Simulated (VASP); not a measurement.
# BP (F-43m) in VASP: elastic constants with PBE

Aim: the elastic constants of BP with PBE.

All numbers are computed with VASP 6.6.1; they aren't measurements. Logs are shortened: lines on timing, memory, paths and dates and some standing lists are left out, and cuts for length are marked.

## 1. The cell of the first run

It takes space group F-43m (No. 216, cubic). Conventional cell: a = 4.548 Å, b = 4.548 Å, c = 4.548 Å, α = 90.00°, β = 90.00°, γ = 90.00°. B (site symmetry -43m) has 4 P at 1.97 Å within 2.6 Å. Within 2.6 Å of P (site symmetry -43m) lie 4 B at 1.97 Å.

## 2. Elastic constants, PBE

Contents of INCAR:

```
SYSTEM = BP
  PREC = Accurate
  ENCUT = 500
  EDIFF = 1E-8
  ISMEAR = 0
  SIGMA = 0.01
  LREAL = .FALSE.
  LASPH = .TRUE.
  NELM = 120
  ALGO = Normal
  ISIF = 3
  LWAVE = .FALSE.
  LCHARG = .FALSE.
  GGA = PE
  NBANDS = 11
  IBRION = 6
  NFREE = 2
  POTIM = 0.015
  NSW = 1
  GGA_COMPAT = .FALSE.
```

Contents of KPOINTS:

```
regular mesh
0
G
  10 10 10
  0 0 0
```

Contents of POSCAR:

```
BP
1.0
    0.0000000000      2.2741520756      2.2741520756
    2.2741520756      0.0000000000      2.2741520756
    2.2741520756      2.2741520756      0.0000000000
B P
1 1
Direct
    0.0000000000      0.0000000000      0.0000000000
    0.2500000000      0.2500000000      0.2500000000
```

Potentials or basis: VASP PAW PBE potentials, release 64 (B, P).

Run with:

```console
$ cat potpaw_PBE.64/B/POTCAR potpaw_PBE.64/P/POTCAR > POTCAR
$ mpirun -np 1 vasp_std > vasp.out
```

OUTCAR:

```text
SYSTEM = BP
   PREC = Accurate
   ENCUT = 500
   EDIFF = 1E-8
   ISMEAR = 0
   LREAL = .FALSE.
   LASPH = .TRUE.
   NELM = 120
   ISIF = 3
   GGA = PE
   IBRION = 6
   NFREE = 2
   POTIM = 0.015
   NSW = 1

 ion  position               nearest neighbor table
   1  0.000  0.000  0.000-   2 1.97   2 1.97   2 1.97   2 1.97
   2  0.250  0.250  0.250-   1 1.97   1 1.97   1 1.97   1 1.97

  LATTYP: Found a face centered cubic cell.
 ALAT       =     4.5483041512

  Lattice vectors:

 A1 = (   0.0000000000,   2.2741520756,   2.2741520756)
 A2 = (   2.2741520756,   0.0000000000,   2.2741520756)
 A3 = (   2.2741520756,   2.2741520756,   0.0000000000)

Analysis of symmetry for initial positions (statically):
=====================================================================
 Subroutine PRICEL returns:
 Original cell was already a primitive cell.

 Routine SETGRP: Setting up the symmetry group for a
 face centered cubic supercell.

 Subroutine GETGRP returns: Found 24 space group operations
 (whereof 24 operations were pure point group operations)
 out of a pool of 48 trial point group operations.

The static configuration has the point symmetry T_d .

Analysis of symmetry for dynamics (positions and initial velocities):
=====================================================================
 Subroutine PRICEL returns:
 Original cell was already a primitive cell.

 Routine SETGRP: Setting up the symmetry group for a
 face centered cubic supercell.

 Subroutine GETGRP returns: Found 24 space group operations
 (whereof 24 operations were pure point group operations)
 out of a pool of 48 trial point group operations.

The dynamic configuration has the point symmetry T_d .

 Subroutine INISYM returns: Found 24 space group operations
 (whereof 24 operations are pure point group operations),
 and found     1 'primitive' translations

----------------------------------------------------------------------------------------

                                     Primitive cell

  volume of cell :      23.5228

  direct lattice vectors                    reciprocal lattice vectors
     0.000000000  2.274152076  2.274152076    -0.219862165  0.219862165  0.219862165
     2.274152076  0.000000000  2.274152076     0.219862165 -0.219862165  0.219862165
     2.274152076  2.274152076  0.000000000     0.219862165  0.219862165 -0.219862165

  length of vectors
     3.216136708  3.216136708  3.216136708     0.380812441  0.380812441  0.380812441

  position of ions in fractional coordinates (direct lattice)
     0.000000000  0.000000000  0.000000000
     0.250000000  0.250000000  0.250000000

  ion indices of the primitive-cell ions
   primitive index   ion index
                 1           1
                 2           2

----------------------------------------------------------------------------------------

 KPOINTS: regular mesh

Automatic generation of k-mesh.
 Grid dimensions read from file:
 generate k-points for:   10   10   10

 Generating k-lattice:

  Cartesian coordinates                     Fractional coordinates (reciprocal lattice)
    -0.021986217  0.021986217  0.021986217     0.100000000  0.000000000  0.000000000
     0.021986217 -0.021986217  0.021986217     0.000000000  0.100000000  0.000000000
     0.021986217  0.021986217 -0.021986217     0.000000000  0.000000000  0.100000000

  Length of vectors
     0.038081244  0.038081244  0.038081244

  Shift w.r.t. Gamma in fractional coordinates (k-lattice)
     0.000000000  0.000000000  0.000000000

 Subroutine IBZKPT returns following result:
 ===========================================

 Found     47 irreducible k-points:

 Following reciprocal coordinates:
            Coordinates               Weight
  0.000000  0.000000  0.000000      1.000000
  0.100000  0.000000  0.000000      8.000000
  0.200000  0.000000  0.000000      8.000000
  0.300000  0.000000  0.000000      8.000000
  0.400000  0.000000  0.000000      8.000000
  0.500000  0.000000  0.000000      4.000000
[... 56 lines left out ...]
     AMIX     =   0.40;   BMIX     =  1.00
     AMIX_MAG =   1.60;   BMIX_MAG =  1.00
  volume/ion in A,a.u.               =      11.76        79.37
  Fermi-wavevector in a.u.,A,eV,Ry     =   1.142726  2.159438 17.766787  1.305822
  Thomas-Fermi vector in A             =   2.279423
   LORBIT       =      0    0 simple, 1 ext, 2 COOP (PROOUT), +10 PAW based schemes
   GGA     = PE    functional components
   LHFCALC =     F    Hartree Fock is set to
   AEXX    =    0.0000 exact exchange contribution
   IVDW    =     0    specifies the selected vdW correction
   LEPSILON=     F    determine dielectric tensor
   LRPA    =     F    only Hartree local field effects (RPA)
 finite differences with symmetry
 non-spin polarized calculation
 Gauss-broadening in eV      SIGMA  =   0.01
  energy-cutoff  :      500.00
  volume of cell :       23.52
 maximum number of plane-waves:       610
   NGX = 11   NGY = 11   NGZ = 11

--------------------------------------- Ionic step        1  -------------------------------------------

 number of electron       8.0000000 magnetization

 Free energy of the ion-electron system (eV)
  ---------------------------------------------------
  ext. energy  EPLUGINS =         0.00000000
  ---------------------------------------------------
  free energy    TOTEN  =       -12.93057475 eV

  energy without entropy =      -12.93057475  energy(sigma->0) =      -12.93057475

------------------------ aborting loop because EDIFF is reached ----------------------------------------

  FORCE on cell =-STRESS in cart. coord.  units (eV):
  Direction    XX          YY          ZZ          XY          YZ          ZX
  --------------------------------------------------------------------------------------
  -------------------------------------------------------------------------------------
  Total       -0.0297873     -0.0297873     -0.0297873     -0.0000000      0.0000000     -0.0000000
  in kB       -2.0288679     -2.0288679     -2.0288679     -0.0000000      0.0000000     -0.0000000
  external PRESSURE =      -2.0288679 kB  Pullay stress =       0.0000000 kB
[... 89 lines left out ...]
  FREE ENERGIE OF THE ION-ELECTRON SYSTEM (eV)
  ---------------------------------------------------
  free  energy   TOTEN  =       -12.9253807314 eV

  energy  without entropy=      -12.9253807314  energy(sigma->0) =      -12.92538073

[... ionic steps 4 to 14 ...]

--------------------------------------- Ionic step       15  -------------------------------------------

 number of electron       8.0000000 magnetization

------------------------ aborting loop because EDIFF is reached ----------------------------------------
[... 67 lines left out ...]
--------------------------------------- Ionic step       17  -------------------------------------------

 number of electron       8.0000000 magnetization

 Free energy of the ion-electron system (eV)
  ---------------------------------------------------
  ext. energy  EPLUGINS =         0.00000000
  ---------------------------------------------------
  free energy    TOTEN  =       -12.92846236 eV

  energy without entropy =      -12.92846236  energy(sigma->0) =      -12.92846236

 E-fermi :   7.5060     XC(G=0): -10.8780

 val. band max:        7.4681469941   @ k =   0.0000   0.0000   0.0000
 cond. band min:       8.5992059897   @ k =   0.0000   0.4000   0.4000
 fundamental gap:      1.1310589955
 Fermi energy:         7.5059691270

 k-point     1 :       0.0000    0.0000    0.0000
  band No.  band energies     occupation
      1      -8.0475      2.00000
      2       7.2368      2.00000
      3       7.3536      2.00000
      4       7.4681      2.00000
      5      10.6655      0.00000
      6      10.7419      0.00000
      7      10.8212      0.00000
      8      14.6226      0.00000
      9      18.8187      0.00000
     10      19.4615      0.00000
     11      19.4621      0.00000
[... 309 lines left out ...]
 k-point    24 :       0.4000    0.3000    0.0000
  band No.  band energies     occupation
      1      -5.1243      2.00000
      2       1.1798      2.00000
      3       3.3610      2.00000
      4       3.8580      2.00000
      5       9.1634      0.00000
      6      10.9779      0.00000
      7      16.7814      0.00000
      8      16.8299      0.00000
      9      21.2581      0.00000
     10      22.5450      0.00000
     11      24.3097      0.00000

 [... further k-points ...]

------------------------ aborting loop because EDIFF is reached ----------------------------------------

  FORCE on cell =-STRESS in cart. coord.  units (eV):
  Direction    XX          YY          ZZ          XY          YZ          ZX
  --------------------------------------------------------------------------------------
  -------------------------------------------------------------------------------------
  Total       -0.0294291     -0.0257702     -0.0257702      0.0000000      0.1049688      0.0000000
  in kB       -2.0044691     -1.7552560     -1.7552560      0.0000000      7.1496059      0.0000000
  external PRESSURE =      -1.8383270 kB  Pullay stress =       0.0000000 kB
[... 17 lines left out ...]
  FREE ENERGIE OF THE ION-ELECTRON SYSTEM (eV)
  ---------------------------------------------------
  free  energy   TOTEN  =       -12.9284623601 eV

  energy  without entropy=      -12.9284623601  energy(sigma->0) =      -12.92846236

 INTERNAL STRAIN TENSORS FROM STRAINED CELLS
 ============================================

 INTERNAL STRAIN TENSOR FOR ION    1 for displacements in x,y,z  (eV/Angst):
          X           Y           Z          XY          YZ          ZX
  --------------------------------------------------------------------------------
  x     0.00000     0.00000     0.00000     0.00000     7.00606    -0.00000
  y     0.00000     0.00000     0.00000     0.00000     0.00000     7.00608
  z     0.00000     0.00000     0.00000     7.00590     0.00000     0.00000

 INTERNAL STRAIN TENSORS FROM DISPLACED ATOMS
 ============================================

 INTERNAL STRAIN TENSOR FOR ION    1 for displacements in x,y,z  (eV/Angst):
          X           Y           Z          XY          YZ          ZX
  --------------------------------------------------------------------------------
  x     0.00000    -0.00000    -0.00000     0.00000     7.00416     0.00000
  y     0.00000    -0.00000     0.00000     0.00000     0.00000     7.00416
  z    -0.00000    -0.00000     0.00000     7.00416     0.00000     0.00000

 INTERNAL STRAIN TENSOR FOR ION    2 for displacements in x,y,z  (eV/Angst):
          X           Y           Z          XY          YZ          ZX
  --------------------------------------------------------------------------------
  x     0.00000     0.00000     0.00000     0.00000    -7.00400     0.00000
  y     0.00000     0.00000     0.00000     0.00000     0.00000    -7.00400
  z     0.00000     0.00000     0.00000    -7.00400     0.00000     0.00000

 Eigenvectors and eigenvalues of the dynamical matrix
 ----------------------------------------------------

   1 f  =   23.929122 THz   150.351108 2PiTHz  798.189595 cm-1    98.962853 meV
             X         Y         Z           dx          dy          dz
      0.000000  0.000000  0.000000     0.860972    0.000000    0.000000
      1.137076  1.137076  1.137076    -0.508653    0.000000    0.000000
[... 21 lines left out ...]
   6 f/i=    0.000041 THz     0.000258 2PiTHz    0.001368 cm-1     0.000170 meV
             X         Y         Z           dx          dy          dz
      0.000000  0.000000  0.000000    -0.036908   -0.130474    0.490247
      1.137076  1.137076  1.137076    -0.062472   -0.220846    0.829817

--------------------------------------------------------------------------------------------------------

 ELASTIC MODULI CONTR FROM IONIC RELAXATION (kBar)
 Direction    XX          YY          ZZ          XY          YZ          ZX
 --------------------------------------------------------------------------------
 XX          -0.0000      0.0000      0.0000      0.0000     -0.0000     -0.0000
 YY           0.0000     -0.0000      0.0000      0.0000      0.0000      0.0000
 ZZ           0.0000      0.0000     -0.0000     -0.0000      0.0000     -0.0000
 XY           0.0000      0.0000     -0.0000   -177.9634      0.0000      0.0000
 YZ          -0.0000      0.0000      0.0000      0.0000   -177.9634      0.0000
 ZX          -0.0000      0.0000     -0.0000      0.0000      0.0000   -177.9634
 --------------------------------------------------------------------------------

 TOTAL ELASTIC MODULI (kBar)
 Direction    XX          YY          ZZ          XY          YZ          ZX
 --------------------------------------------------------------------------------
 XX        3387.6055    724.5994    724.5994     -0.0000     -0.0000     -0.0000
 YY         724.5994   3387.6055    724.5994      0.0000      0.0000     -0.0000
 ZZ         724.5994    724.5994   3387.6055     -0.0000     -0.0000      0.0000
 XY          -0.0000      0.0000     -0.0000   1850.0198      0.0000      0.0000
 YZ          -0.0000      0.0000     -0.0000      0.0000   1850.0198      0.0000
 ZX          -0.0000     -0.0000      0.0000      0.0000      0.0000   1850.0198
 --------------------------------------------------------------------------------
```

Wall time 2.5 min (1 thread of Intel Xeon 6975P-C (Granite Rapids), shared host); peak memory 0.23 GiB.

What came out:

```yaml
Elastic_constants_C11_C12_C44: 339, 72, 185 GPa
Voigt_bulk_modulus: 161 GPa
Highest_phonon_frequency_at_Γ_LO-TO_splitting_left_out: 798 cm⁻¹
```

Phonon frequencies in cm⁻¹ (negative: imaginary):
| q point | frequencies |
| --- | --- |
| (0.000, 0.000, 0.000) | 0 0 0 798 798 798 |

Elastic tensor in Voigt notation (GPa, in the Cartesian axes of the cell as first typed):
```
339  72  72   0   0   0
 72 339  72   0   0   0
 72  72 339   0   0   0
  0   0   0 185   0   0
  0   0   0   0 185   0
  0   0   0   0   0 185
```

Clamped-ion elastic tensor (GPa):
```
339  72  72   0   0   0
 72 339  72   0   0   0
 72  72 339   0   0   0
  0   0   0 203   0   0
  0   0   0   0 203   0
  0   0   0   0   0 203
```
